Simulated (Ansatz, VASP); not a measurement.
# Two plane-wave programs on ScSbPt3

File POSCAR:

```
ScSbPt3
1.0
    4.4474276834      0.0000000000      0.0000000000
    0.0000000000      4.4474276834      0.0000000000
    0.0000000000      0.0000000000      4.4474276834
Sc Sb Pt
1 1 3
Direct
    0.0000000000      0.0000000000      0.0000000000
    0.5000000000      0.5000000000      0.5000000000
    0.0000000000      0.5000000000      0.5000000000
    0.5000000000      0.0000000000      0.5000000000
    0.5000000000      0.5000000000      0.0000000000
```

File INCAR.step1:

```
SYSTEM = ScSbPt3
ALGO     = Normal         ! electronic algorithm
EDIFF    = 1E-4           ! SCF threshold, eV
ENCUT    = 600            ! plane-wave cutoff, eV
GGA      = PE             ! functional
ISMEAR   = 0              ! smearing method
LASPH    = .True.         ! aspherical terms in the spheres
LCHARG   = .False.        ! write CHGCAR
LREAL    = .False.        ! projectors in reciprocal space
LWAVE    = .True.         ! write WAVECAR
NELM     = 100            ! most SCF steps
PREC     = Accurate       ! precision mode
SIGMA    = 0.1            ! smearing width, eV
```

The input INCAR.step2:

```
SYSTEM = ScSbPt3
ALGO     = Normal         ! electronic algorithm
EDIFF    = 1E-6           ! SCF threshold, eV
EDIFFG   = -0.04          ! ionic threshold
ENCUT    = 600            ! plane-wave cutoff, eV
IBRION   = 2              ! ionic algorithm
ISIF     = 3              ! what is computed and relaxed
ISMEAR   = 0              ! smearing method
ISTART   = 1            
LASPH    = .True.         ! aspherical terms in the spheres
LCHARG   = .False.        ! write CHGCAR
LMIXTAU  = .True.       
LREAL    = .False.        ! projectors in reciprocal space
LWAVE    = .False.        ! write WAVECAR
METAGGA  = R2SCAN         ! meta-GGA
NELM     = 100            ! most SCF steps
NSW      = 90             ! ionic steps
PREC     = Accurate       ! precision mode
SIGMA    = 0.1            ! smearing width, eV
```

File KPOINTS:

```
k-points
0
Gamma
  4 4 4
  0 0 0
```

Input for Ansatz:

```yaml
crystal:
  lattice:
    - [4.4474276834, 0.0, 0.0]
    - [0.0, 4.4474276834, 0.0]
    - [0.0, 0.0, 4.4474276834]
  atoms:
    - { symbol: Sc, position: [0.0, 0.0, 0.0] }
    - { symbol: Sb, position: [0.5, 0.5, 0.5] }
    - { symbol: Pt, position: [0.0, 0.5, 0.5] }
    - { symbol: Pt, position: [0.5, 0.0, 0.5] }
    - { symbol: Pt, position: [0.5, 0.5, 0.0] }
basis:
  ecutwfc: 500
kpoints:
  mp_grid: { grid: [4, 4, 4] }
hamiltonian:
  xc: r2scan
scf:
  occupations: { method: gaussian, width: 0.1 }
  lower_state_search: "off"
output:
  forces: true
  stress: true
  eigenvalues: true
relax:
  adjacent_minimum: "off"
  f_tol: 0.04
  max_steps: 70
  cell: { stress_tol: 0.4 }
```

Alike in both runs: task relaxation of cell and atoms; functional r2SCAN; k mesh 4 × 4 × 4; occupations gaussian, width 0.1 eV; no spin polarisation.

|  | VASP | Ansatz |
| --- | --- | --- |
| version | VASP 6.6.1 | Ansatz 0.2.0 |
| potentials or method | VASP PAW PBE potentials, release 64 (Sc_sv, Sb, Pt), cutoff 600 eV | scalar-relativistic, plane waves, PAW |
| valence electrons in the cell | 46 | 80 |

VASP gave:

```
gap on the k mesh at the Fermi level, each at its own relaxed structure (eV) : none
relaxed volume (Å³/atom)                                                     : 23.10
relaxed cell length with the largest relative difference (Å)                 : 4.870
```

Problem. Estimate Ansatz's values.

Solution. gap on the k mesh at the Fermi level, each at its own relaxed structure (eV): none; relaxed volume (Å³/atom): 23.11; relaxed cell length with the largest relative difference (Å): 4.870.

VASP's potentials were made for PBE, not for r2SCAN. A gap of «none» marks a metal or a gap that the smearing closes. VASP's potentials hold 46 valence electrons a cell and Ansatz's 80, so a difference there can come from the potentials and not from the codes.

Spin-orbit coupling is off throughout. Noted on VASP's run: the volume moved by over 15 % at a fixed basis, so the end points are rough.
